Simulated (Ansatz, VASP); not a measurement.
**Two plane-wave programs on Nb2B**

```xyz
3
Lattice="4.3877 0.0000 0.0000 -2.1938 3.7998 0.0000 0.0000 0.0000 2.6944" Properties=species:S:1:pos:R:3 pbc="T T T"
Nb    0.0000    2.5332    1.3472
Nb    2.1938    1.2666    1.3472
B     0.0000    0.0000    0.0000
```

Change from the starting cell: species swapped into the MgB2 type (P6/mmm, No. 191).

Alike in both runs: task relaxation of cell and atoms; functional PBE; k mesh 6 × 6 × 6; occupations gaussian, width 0.1 eV; no spin polarisation.

|  | VASP | Ansatz |
| --- | --- | --- |
| version | VASP 6.6.1 | Ansatz 0.2.0 |
| potentials or method | VASP PAW PBE potentials, release 64 (Nb_sv, B), cutoff 600 eV | scalar-relativistic, plane waves, PAW |
| valence electrons in the cell | 29 | 29 |

```csv
,VASP,Ansatz,Ansatz less VASP
"gap on the k mesh at the Fermi level, each at its own relaxed structure (eV)",none,none,-
relaxed volume (Å³/atom),14.89,14.92,+0.031
relaxed cell length with the largest relative difference (Å),4.394,4.398,+0.0033
```

A gap of «none» marks a metal or a gap that the smearing closes.

The k mesh is coarse, so the values compare programs but aren't converged.
